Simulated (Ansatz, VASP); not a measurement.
**Re: VASP beside Ansatz**

The input INCAR:

```
SYSTEM = Re
PREC = Accurate
ENCUT = 520
EDIFF = 1E-6
ISMEAR = -1
SIGMA = 0.08
LREAL = .False.
LASPH = .True.
NELM = 60
ALGO = Normal
ISIF = 2
LWAVE = .False.
LCHARG = .False.
GGA = PE
NBANDS = 10
```

The input KPOINTS:

```
Automatic mesh
0
Gamma
  12 12 12
  0 0 0
```

The input POSCAR:

```
Re
1.0
    2.5280573884      0.0000000000      0.0000000000
    0.0000000000      2.5280573884      0.0000000000
    0.0000000000      0.0000000000      2.5280573884
Re
1
Direct
    0.0000000000      0.0000000000      0.0000000000
```

Input for Ansatz:

```yaml
crystal:
  lattice:
    - [2.5280573884, 0.0, 0.0]
    - [0.0, 2.5280573884, 0.0]
    - [0.0, 0.0, 2.5280573884]
  atoms:
    - { symbol: Re, position: [0.0, 0.0, 0.0] }
kpoints:
  mp_grid: { grid: [12, 12, 12] }
scf:
  occupations: { method: fermi_dirac, width: 0.08 }
hamiltonian:
  xc: pbe
  pseudopotentials: { kind: all_electron, lapw: { basis_error: 0.0005 } }
output:
  forces: true
  stress: true
  eigenvalues: true
```

Change from the starting cell: volume scaled by 0.9405.

Alike in both runs: task single point; functional PBE; k mesh 12 × 12 × 12; occupations fermi-dirac, width 0.08 eV; no spin polarisation.

```csv
,VASP,Ansatz
version,VASP 6.6.1,Ansatz 0.2.0
potentials or method,"VASP PAW PBE potentials, release 64 (Re), cutoff 520 eV","all-electron LAPW, scalar-relativistic"
```

|  | VASP | Ansatz | Ansatz less VASP |
| --- | --- | --- | --- |
| pressure (GPa) | 17.1 | 18.2 | +1.07 |

Ansatz ran all-electron here, and VASP with PAW potentials.

Neither program's run includes spin-orbit coupling.
